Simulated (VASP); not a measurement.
# Ga (Cmcm) in VASP: notebook, part 2 of 2

VASP 6.6.1. Earlier steps stand in the parts before.

## (3) Electric field gradients, LDA (zz strain of +3 %)

File INCAR:

```
SYSTEM = Ga
ALGO     = Normal         ! electronic algorithm
EDIFF    = 1E-8           ! SCF threshold, eV
ENCUT    = 520            ! plane-wave cutoff, eV
GGA      = CA             ! functional
ISIF     = 2              ! what is computed and relaxed
ISMEAR   = -1             ! smearing method
LASPH    = .TRUE.         ! aspherical terms in the spheres
LCHARG   = .FALSE.        ! write CHGCAR
LEFG     = .TRUE.       
LREAL    = .FALSE.        ! projectors in reciprocal space
LWAVE    = .FALSE.        ! write WAVECAR
NBANDS   = 20             ! bands
NELM     = 100            ! most SCF steps
PREC     = Accurate       ! precision mode
SIGMA    = 0.08           ! smearing width, eV
```

File KPOINTS:

```
k-points
0
G
  12 12 10
  0 0 0
```

File POSCAR:

```
Ga
1.0
    1.4500000000     -4.0650000000      0.0000000000
    1.4500000000      4.0650000000      0.0000000000
    0.0000000000      0.0000000000      3.2651000000
Ga
2
Direct
    0.8670000000      0.1330000000      0.2500000000
    0.1330000000      0.8670000000      0.7500000000
```

Potentials or basis: VASP PAW LDA potentials, release 64 (Ga_d).

On the command line:

```console
> cat potpaw_LDA.64/Ga_d/POTCAR > POTCAR
> mpirun -np 1 vasp_std > vasp.out
```

OUTCAR:

```text
SYSTEM = Ga
   EDIFF = 1E-8
   ENCUT = 520
   GGA = CA
   ISIF = 2
   ISMEAR = -1
   LASPH = .TRUE.
   LREAL = .FALSE.
   NELM = 100
   PREC = Accurate

 ion  position               nearest neighbor table
   1  0.867  0.133  0.250-   2 2.71   2 2.71   2 2.90   2 2.90   2 2.90   2 2.90
   2  0.133  0.867  0.750-   1 2.71   1 2.71   1 2.90   1 2.90   1 2.90   1 2.90

  LATTYP: Found a base centered orthorhombic cell.
 ALAT       =     2.9000000000
 B/A-ratio  =     2.8034482759
 C/A-ratio  =     1.1258965517

  Lattice vectors:

 A1 = (   1.4500000000,  -4.0650000000,   0.0000000000)
 A2 = (   1.4500000000,   4.0650000000,   0.0000000000)
 A3 = (   0.0000000000,   0.0000000000,   3.2651000000)

Analysis of symmetry for initial positions (statically):
=====================================================================
 Subroutine PRICEL returns:
 Original cell was already a primitive cell.

 Routine SETGRP: Setting up the symmetry group for a
 base centered orthorhombic supercell.

 Subroutine GETGRP returns: Found  8 space group operations
 (whereof  4 operations were pure point group operations)
 out of a pool of  8 trial point group operations.

The static configuration has the point symmetry C_2h.
 The point group associated with its full space group is D_2h.

Analysis of symmetry for dynamics (positions and initial velocities):
=====================================================================
 Subroutine PRICEL returns:
 Original cell was already a primitive cell.

 Routine SETGRP: Setting up the symmetry group for a
 base centered orthorhombic supercell.

 Subroutine GETGRP returns: Found  8 space group operations
 (whereof  4 operations were pure point group operations)
[... 160 lines left out ...]
      2     -10.1079      2.00000
      3     -10.0376      2.00000
      4     -10.0235      2.00000
      5      -9.8333      2.00000
      6      -9.8260      2.00000
[... 541 lines left out ...]
     19      15.1518      0.00000
     20      17.7526      0.00000

 [... further k-points ...]

------------------------ aborting loop because EDIFF is reached ----------------------------------------

  FORCE on cell =-STRESS in cart. coord.  units (eV):
  Direction    XX          YY          ZZ          XY          YZ          ZX
  --------------------------------------------------------------------------------------
  -------------------------------------------------------------------------------------
  Total       -1.6204942     -1.0767383     -0.9461537      0.0000000      0.0000000      0.0000000
  in kB      -67.4532739    -44.8193665    -39.3837652      0.0000000      0.0000000      0.0000000
  external PRESSURE =     -50.5521352 kB  Pullay stress =       0.0000000 kB

 VOLUME and BASIS-vectors are now :
 -----------------------------------------------------------------------------
  energy-cutoff  :      520.00
  volume of cell :       38.49
      direct lattice vectors                 reciprocal lattice vectors
     1.450000000 -4.065000000  0.000000000     0.344827586 -0.123001230  0.000000000
     1.450000000  4.065000000  0.000000000     0.344827586  0.123001230  0.000000000
     0.000000000  0.000000000  3.265100000     0.000000000  0.000000000  0.306269333

 POSITION                                       TOTAL-FORCE (eV/Angst)
 -----------------------------------------------------------------------------------
      1.45000     -2.98371      0.81627         0.000000      0.153235      0.000000
      1.45000      2.98371      2.44882         0.000000     -0.153235     -0.000000
 -----------------------------------------------------------------------------------
    total drift:                                0.000000      0.000000     -0.000000

  FREE ENERGIE OF THE ION-ELECTRON SYSTEM (eV)
  ---------------------------------------------------
  free  energy   TOTEN  =        -7.0861957722 eV

  energy  without entropy=       -7.0668774443  energy(sigma->0) =       -7.07653661

 Electric field gradients (V/A^2)
---------------------------------------------------------------------
 ion       V_xx      V_yy      V_zz      V_xy      V_xz      V_yz
---------------------------------------------------------------------
   1       8.598   -25.404    16.806    -0.000     0.000    -0.000
   2       8.598   -25.404    16.806     0.000     0.000     0.000
---------------------------------------------------------------------

 Electric field gradients after diagonalization (V/A^2)
 (convention: |V_zz| > |V_xx| > |V_yy|)
----------------------------------------------------------------------
 ion       V_xx      V_yy      V_zz     asymmetry (V_yy - V_xx)/ V_zz
----------------------------------------------------------------------
   1      16.806     8.598   -25.404       0.323
   2      16.806     8.598   -25.404       0.323
----------------------------------------------------------------------

           NMR quadrupolar parameters

 Cq : quadrupolar parameter    Cq=e*Q*V_zz/h
 eta: asymmetry parameters     (V_yy - V_xx)/ V_zz
 Q  : nuclear electric quadrupole moment in mb (millibarn)
----------------------------------------------------------------------
 ion       Cq(MHz)       eta       Q (mb)
----------------------------------------------------------------------
   1      -0.061       0.323       1.000
   2      -0.061       0.323       1.000
----------------------------------------------------------------------
```

Run time: 48 s. Hardware: 1 thread of Intel Xeon 6975P-C (Granite Rapids), shared host; peak memory 0.26 GiB.

Results:

```yaml
Free_energy: -7.0862 eV
Pressure: -5.1 GPa
Largest_force: 0.153 eV/Å
Band_gap_on_the_k_mesh: zero (bands 13 and 14 overlap by 8.63 eV)
Largest_electric_field_gradient_by_atom: Ga -25.4 V/Å²
```

Forces on the atoms (eV/Å):
```
Ga   0.000  0.153  0.000
Ga   0.000 -0.153  0.000
```

Levels at points of the mesh, in eV from the Fermi level:
| k point | band 10 | band 11 | band 12 | band 13 | band 14 | band 15 | band 16 | band 17 |
| --- | --- | --- | --- | --- | --- | --- | --- | --- |
| (0.00, 0.00, 0.00) | -14.73 | -11.00 | -2.00 | -1.59 | 2.31 | 6.11 | 7.97 | 8.88 |
| (0.50, 0.00, 0.00) | -14.79 | -6.50 | -5.18 | -1.52 | -0.31 | 6.10 | 6.33 | 8.68 |
| (0.50, 0.50, 0.00) | -14.80 | -8.98 | -8.36 | 4.53 | 5.25 | 5.97 | 6.40 | 6.61 |
| (0.00, 0.00, 0.50) | -14.81 | -7.43 | -7.43 | 1.86 | 1.86 | 2.52 | 2.52 | 10.19 |
| (0.50, 0.00, 0.50) | -14.78 | -3.10 | -3.10 | -1.62 | -1.62 | 1.88 | 1.88 | 4.29 |
| (0.50, 0.50, 0.50) | -14.87 | -5.72 | -5.72 | -4.09 | -4.09 | 9.48 | 9.48 | 11.33 |

Electric field gradients, principal values (V/Å²):
| atom | least | middle | greatest (by size) |
| --- | --- | --- | --- |
| 1 Ga | 8.598 | 16.806 | -25.404 |
| 2 Ga | 8.598 | 16.806 | -25.404 |

Caveat: the cell differs from its parent crystal (zz strain of +3 %); the cell stands under tension; without QUAD_EFG the Cq values of the log hold for a quadrupole moment of 1 mb, not for the nuclei.
